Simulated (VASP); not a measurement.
# MgO2 (R-3m) in VASP: notebook, part 2 of 2

VASP 6.6.1.

### Step 4. Single point, r2SCAN (strain +0.025 along x and y, +0.050 along z)

POSCAR reads:

```
MgO2
1.0
    1.6448800414      0.9496719347      3.6686778186
   -1.6448800414      0.9496719347      3.6686778186
    0.0000000000     -1.8993438694      3.6686778186
Mg O
1 2
Direct
    0.0000000000      0.0000000000      0.0000000000
    0.4287860000      0.4287860000      0.4287860000
    0.5712140000      0.5712140000      0.5712140000
```

INCAR.step1 reads:

```
PREC = Accurate ; ENCUT = 520
ISMEAR = 0 ; SIGMA = 0.05
LREAL = F ; LASPH = T
NELM = 100 ; NBANDS = 14
GGA = PE ; ALGO = Normal
EDIFF = 1E-4 ; LWAVE = T
LCHARG = F
```

INCAR.step2 reads:

```
PREC = Accurate ; ENCUT = 520
EDIFF = 1E-6 ; ISMEAR = 0
SIGMA = 0.05 ; LREAL = F
LASPH = T ; NELM = 100
ALGO = Normal ; ISIF = 2
LWAVE = F ; LCHARG = F
METAGGA = R2SCAN ; LMIXTAU = T
NBANDS = 14 ; ISTART = 1
```

KPOINTS reads:

```
Automatic mesh
0
Gamma
  12 12 12
```

Potentials or basis: VASP PAW PBE potentials, release 64 (Mg, O).

Launch:

```
$ cat potpaw_PBE.64/Mg/POTCAR potpaw_PBE.64/O/POTCAR > POTCAR
$ cp INCAR.step1 INCAR
$ mpirun -np 1 vasp_std > vasp.out
$ cp INCAR.step2 INCAR
$ mpirun -np 1 vasp_std > vasp.out
```

OUTCAR:

```text
PREC = Accurate
   ENCUT = 520
   EDIFF = 1E-6
   ISMEAR = 0
   LREAL = F
   LASPH = T
   NELM = 100
   ISIF = 2
   METAGGA = R2SCAN
   ISTART = 1

 ion  position               nearest neighbor table
   1  0.000  0.000  0.000-   3 2.17   3 2.17   2 2.17   2 2.17   3 2.17   2 2.17
   2  0.429  0.429  0.429-   3 1.57   1 2.17   1 2.17   1 2.17
   3  0.571  0.571  0.571-   2 1.57   1 2.17   1 2.17   1 2.17

  LATTYP: Found a trigonal (rhomboedric) cell.
 ALAT       =     4.1311867630
 COS(alpha) =     0.6829346382

  Lattice vectors:

 A1 = (   1.6448800414,   0.9496719347,   3.6686778186)
 A2 = (  -1.6448800414,   0.9496719347,   3.6686778186)
 A3 = (   0.0000000000,  -1.8993438694,   3.6686778186)

Analysis of symmetry for initial positions (statically):
=====================================================================
 Subroutine PRICEL returns:
 Original cell was already a primitive cell.

 Routine SETGRP: Setting up the symmetry group for a
 trigonal (rhombohedral) supercell.

 Subroutine GETGRP returns: Found 12 space group operations
 (whereof 12 operations were pure point group operations)
 out of a pool of 12 trial point group operations.

The static configuration has the point symmetry D_3d.

Analysis of symmetry for dynamics (positions and initial velocities):
=====================================================================
 Subroutine PRICEL returns:
 Original cell was already a primitive cell.

 Routine SETGRP: Setting up the symmetry group for a
 trigonal (rhombohedral) supercell.

 Subroutine GETGRP returns: Found 12 space group operations
 (whereof 12 operations were pure point group operations)
 out of a pool of 12 trial point group operations.

The dynamic configuration has the point symmetry D_3d.

 Subroutine INISYM returns: Found 12 space group operations
[... 124 lines left out ...]
   METAGGA = R2SCAN    functional components
   LHFCALC =     F    Hartree Fock is set to
   AEXX    =    0.0000 exact exchange contribution
   IVDW    =     0    specifies the selected vdW correction
   LEPSILON=     F    determine dielectric tensor
   LRPA    =     F    only Hartree local field effects (RPA)
 non-spin polarized calculation
 Gauss-broadening in eV      SIGMA  =   0.05
  energy-cutoff  :      520.00
  volume of cell :       34.38
 maximum number of plane-waves:       942
   NGX = 15   NGY = 15   NGZ = 15

 number of electron      14.0000005 magnetization

 Free energy of the ion-electron system (eV)
  ---------------------------------------------------
  ext. energy  EPLUGINS =         0.00000000
  ---------------------------------------------------
  free energy    TOTEN  =       -21.29573430 eV

  energy without entropy =      -21.29573430  energy(sigma->0) =      -21.29573430

 E-fermi :   1.5138     XC(G=0): -10.2748

 val. band max:        1.2896974455   @ k =   0.5000   0.5000   0.5000
 cond. band min:       3.3269865454   @ k =   0.5000   0.5000   0.5000
 fundamental gap:      2.0372890999
 Fermi energy:         1.5137708414

 k-point     1 :       0.0000    0.0000    0.0000
  band No.  band energies     occupation
      1     -19.8281      2.00000
      2     -14.2290      2.00000
      3      -5.4284      2.00000
      4      -1.5313      2.00000
      5      -1.5313      2.00000
      6       0.6291      2.00000
      7       0.6291      2.00000
      8       6.0727      0.00000
      9       6.4249      0.00000
     10      13.4743      0.00000
     11      15.4835      0.00000
     12      17.0277      0.00000
     13      17.0277      0.00000
     14      18.2253      0.00000
[... 377 lines left out ...]
      1     -19.3613      2.00000
      2     -14.4574      2.00000
      3      -4.5450      2.00000
      4      -3.6864      2.00000
      5      -2.1987      2.00000
      6       0.0146      2.00000
      7       0.2134      2.00000
      8       5.3148      0.00000
      9      11.1814      0.00000
     10      12.0323      0.00000
     11      14.2115      0.00000
     12      15.8973      0.00000
     13      16.1107      0.00000
     14      18.8998      0.00000

 [... further k-points ...]

------------------------ aborting loop because EDIFF is reached ----------------------------------------

  FORCE on cell =-STRESS in cart. coord.  units (eV):
  Direction    XX          YY          ZZ          XY          YZ          ZX
  --------------------------------------------------------------------------------------
  -------------------------------------------------------------------------------------
  Total       -2.5161912     -2.5161912     -5.6306126      0.0000000      0.0000000      0.0000000
  in kB     -117.2426349   -117.2426349   -262.3599676      0.0000000      0.0000000      0.0000000
  external PRESSURE =    -165.6150791 kB  Pullay stress =       0.0000000 kB

 VOLUME and BASIS-vectors are now :
 -----------------------------------------------------------------------------
  energy-cutoff  :      520.00
  volume of cell :       34.38
      direct lattice vectors                 reciprocal lattice vectors
     1.644880041  0.949671935  3.668677819     0.303973534  0.175499202  0.090859255
    -1.644880041  0.949671935  3.668677819    -0.303973534  0.175499202  0.090859255
     0.000000000 -1.899343869  3.668677819     0.000000000 -0.350998404  0.090859255

 POSITION                                       TOTAL-FORCE (eV/Angst)
 -----------------------------------------------------------------------------------
      0.00000      0.00000      0.00000         0.000000     -0.000000      0.000000
      0.00000      0.00000      4.71923        -0.000000      0.000000      0.768200
      0.00000      0.00000      6.28680        -0.000000     -0.000000     -0.768200
 -----------------------------------------------------------------------------------
    total drift:                               -0.000000      0.000000      0.000000

  FREE ENERGIE OF THE ION-ELECTRON SYSTEM (eV)
  ---------------------------------------------------
  free  energy   TOTEN  =       -21.2957343029 eV

  energy  without entropy=      -21.2957343029  energy(sigma->0) =      -21.29573430
```

OSZICAR.step1:

```text
N       E                     dE             d eps       ncg     rms          rms(c)
DAV:   1     0.462542309370E+02    0.46254E+02   -0.74067E+03  5828   0.900E+02
DAV:   2    -0.150605402032E+02   -0.61315E+02   -0.56864E+02  6982   0.188E+02
DAV:   3    -0.175130384835E+02   -0.24525E+01   -0.24444E+01  6222   0.368E+01
DAV:   4    -0.175228966993E+02   -0.98582E-02   -0.98579E-02  6186   0.269E+00
DAV:   5    -0.175229482731E+02   -0.51574E-04   -0.51574E-04  6336   0.184E-01    0.830E+00
DAV:   6    -0.162973602184E+02    0.12256E+01   -0.20604E+00  5472   0.118E+01    0.353E+00
DAV:   7    -0.162124486872E+02    0.84912E-01   -0.12969E-01  5736   0.306E+00    0.175E+00
DAV:   8    -0.162099725175E+02    0.24762E-02   -0.58032E-02  5490   0.229E+00    0.226E-01
DAV:   9    -0.162111676381E+02   -0.11951E-02   -0.10560E-02  6498   0.728E-01    0.895E-02
DAV:  10    -0.162112801863E+02   -0.11255E-03   -0.53063E-04  5742   0.212E-01    0.411E-02
DAV:  11    -0.162113391521E+02   -0.58966E-04   -0.12055E-04  4228   0.876E-02
   1 F= -.16211339E+02 E0= -.16211339E+02  d E =-.141118E-15
```

Wall time 2.3 min (1 thread of Intel Xeon 6975P-C (Granite Rapids), shared host); peak memory 0.24 GiB.

Results:

- Free energy: -21.2957 eV
- Pressure: -16.6 GPa
- Largest force: 0.768 eV/Å
- Band gap on the k mesh: 2.04 eV

Forces in eV/Å, atoms in the order of the input:
```
Mg   0.000  0.000  0.000
O    0.000  0.000  0.768
O    0.000  0.000 -0.768
```

Caveat: the cell differs from its parent crystal (strain +0.025 along x and y, +0.050 along z); the cell stands under tension; the PAW data sets were made with another functional, which shifts forces and pressure a little. A k mesh can miss the band edges.

### Step 5. Single point, r2SCAN (strain +0.050 along x and y, +0.025 along z)

POSCAR reads:

```
MgO2
1.0
    1.6849990668      0.9728346648      3.5813283468
   -1.6849990668      0.9728346648      3.5813283468
    0.0000000000     -1.9456693296      3.5813283468
Mg O
1 2
Direct
    0.0000000000      0.0000000000      0.0000000000
    0.4287860000      0.4287860000      0.4287860000
    0.5712140000      0.5712140000      0.5712140000
```

INCAR.step1 reads:

```
PREC = Accurate
ENCUT = 520
ISMEAR = 0
SIGMA = 0.05
LREAL = False
LASPH = True
NELM = 60
NBANDS = 14
GGA = PE
ALGO = Normal
EDIFF = 1E-4
LWAVE = True
LCHARG = False
```

INCAR.step2 reads:

```
PREC = Accurate
ENCUT = 520
EDIFF = 1E-7
ISMEAR = 0
SIGMA = 0.05
LREAL = False
LASPH = True
NELM = 60
ALGO = Normal
ISIF = 2
LWAVE = False
LCHARG = False
METAGGA = R2SCAN
LMIXTAU = True
NBANDS = 14
ISTART = 1
```

KPOINTS reads:

```
regular mesh
0
Gamma
  12 12 12
```

Launch:

```
$ cat potpaw_PBE.64/Mg/POTCAR potpaw_PBE.64/O/POTCAR > POTCAR
$ cp INCAR.step1 INCAR
$ mpirun -np 1 vasp_std > vasp.out
$ cp INCAR.step2 INCAR
$ mpirun -np 1 vasp_std > vasp.out
```

Run time: 3.3 min. Hardware: 1 thread of Intel Xeon 6975P-C (Granite Rapids), shared host; peak memory 0.23 GiB.

It converged, with:

```yaml
Free_energy: -21.2601 eV
Pressure: -16.4 GPa
Largest_force: 0.102 eV/Å
Band_gap_on_the_k_mesh: 2.53 eV
```

Forces in eV/Å, atoms in the order of the input:
```
Mg   0.000  0.000  0.000
O    0.000  0.000  0.102
O    0.000  0.000 -0.102
```

Stress tensor (GPa, compression positive):
```
-16.39   0.00   0.00
  0.00 -16.39   0.00
  0.00   0.00 -16.31
```

Levels at points of the mesh, in eV from the valence-band top:
```csv
k point,band 3,band 4,band 5,band 6,band 7,band 8,band 9,band 10,band 11,band 12
"(0.00, 0.00, 0.00)",-6.82,-3.16,-3.16,-0.70,-0.70,4.58,5.19,12.22,14.34,15.02
"(0.50, 0.00, 0.00)",-5.98,-5.45,-3.40,-1.13,-0.89,4.53,8.74,9.84,12.71,14.01
"(0.50, 0.50, 0.00)",-5.42,-4.83,-4.06,-1.85,-0.06,3.83,8.08,10.84,12.27,12.83
"(0.50, 0.50, 0.50)",-4.52,-3.61,-3.61,0.00,0.00,2.53,5.34,9.29,14.03,14.03
```

Caveat: the cell differs from its parent crystal (strain +0.050 along x and y, +0.025 along z); the cell stands under tension; the PAW data sets were made with another functional, which shifts forces and pressure a little.

### Step 6. Single point, r2SCAN (strain +0.050 along x and y, +0.050 along z)

POSCAR reads:

```
MgO2
1.0
    1.6849990668      0.9728346648      3.6686778186
   -1.6849990668      0.9728346648      3.6686778186
    0.0000000000     -1.9456693296      3.6686778186
Mg O
1 2
Direct
    0.0000000000      0.0000000000      0.0000000000
    0.4287860000      0.4287860000      0.4287860000
    0.5712140000      0.5712140000      0.5712140000
```

INCAR.step1 reads:

```
PREC     = Accurate       # precision mode
ENCUT    = 520            # plane-wave cutoff, eV
ISMEAR   = 0              # smearing method
SIGMA    = 0.05           # smearing width, eV
LREAL    = F              # projectors in reciprocal space
LASPH    = T              # aspherical terms in the spheres
NELM     = 60             # most SCF steps
NBANDS   = 14             # bands
GGA      = PE             # functional
ALGO     = Normal         # electronic algorithm
EDIFF    = 1E-4           # SCF threshold, eV
LWAVE    = T              # write WAVECAR
LCHARG   = F              # write CHGCAR
```

INCAR.step2 reads:

```
PREC     = Accurate       # precision mode
ENCUT    = 520            # plane-wave cutoff, eV
EDIFF    = 1E-6           # SCF threshold, eV
ISMEAR   = 0              # smearing method
SIGMA    = 0.05           # smearing width, eV
LREAL    = F              # projectors in reciprocal space
LASPH    = T              # aspherical terms in the spheres
NELM     = 60             # most SCF steps
ALGO     = Normal         # electronic algorithm
ISIF     = 2              # what is computed and relaxed
LWAVE    = F              # write WAVECAR
LCHARG   = T              # write CHGCAR
METAGGA  = R2SCAN         # meta-GGA
LMIXTAU  = T            
LELF     = T              # ELF
LVHAR    = T            
NBANDS   = 14             # bands
ISTART   = 1
```

KPOINTS reads:

```
Automatic mesh
0
Gamma
  12 12 12
```

Potentials or basis: VASP PAW PBE potentials, release 64 (Mg, O).

Launch:

```
$ cat potpaw_PBE.64/Mg/POTCAR potpaw_PBE.64/O/POTCAR > POTCAR
$ cp INCAR.step1 INCAR
$ mpirun -np 1 vasp_std > vasp.out
$ cp INCAR.step2 INCAR
$ mpirun -np 1 vasp_std > vasp.out
```

Run time: 2 min. Hardware: 1 thread of Intel Xeon 6975P-C (Granite Rapids), shared host; peak memory 0.25 GiB.

It converged, with:

* Free energy: -21.1503 eV
* Pressure: -19.0 GPa
* Largest force: 0.592 eV/Å
* Band gap on the k mesh: 2.10 eV

Forces in eV/Å, atoms in the order of the input:
```
Mg   0.000  0.000  0.000
O    0.000  0.000  0.592
O    0.000  0.000 -0.592
```

Stress tensor (GPa, compression positive):
```
-15.96   0.00   0.00
  0.00 -15.96   0.00
  0.00   0.00 -24.95
```

Levels at points of the mesh, in eV from the valence-band top:
```
           k point  band 5  band 6  band 7  band 8  band 9  band 10
(0.00, 0.00, 0.00)   -2.86   -0.64   -0.64    4.71    4.80    11.92
(0.50, 0.00, 0.00)   -3.10   -1.06   -0.93    4.13    8.87     9.92
(0.50, 0.50, 0.00)   -3.72   -1.83   -0.08    3.42    8.32    11.00
(0.50, 0.50, 0.50)   -3.29    0.00    0.00    2.10    5.62     9.04
```

Caveat: the cell differs from its parent crystal (strain +0.050 along x and y, +0.050 along z); the cell stands under tension; the PAW data sets were made with another functional, which shifts forces and pressure a little. A k mesh can miss the band edges.

### Step 7. The runs side by side

```csv
cell,gap on the mesh (eV),pressure (GPa),largest force (eV/Å)
"a = 4.054 Å, angles 47.9°, 3 atoms",2.48,-13.6,0.30
"a = 3.999 Å, angles 49.8°, 3 atoms",3.00,-13.2,0.56
"a = 4.131 Å, angles 46.9°, 3 atoms",2.04,-16.6,0.77
"a = 4.076 Å, angles 48.8°, 3 atoms",2.53,-16.4,0.10
"a = 4.153 Å, angles 47.9°, 3 atoms",2.10,-19.0,0.59
```

Alike in all rows: task single point; level r2SCAN; potentials or basis VASP PAW PBE potentials, release 64 (Mg, O); no spin polarisation; k mesh 12 × 12 × 12; cutoff (eV) 520; smearing gaussian 0.05 eV.

Caveats: the cell stands under tension; the PAW data sets were made with another functional, which shifts forces and pressure a little.

Absolute energies hang on the potentials; compare differences alone.
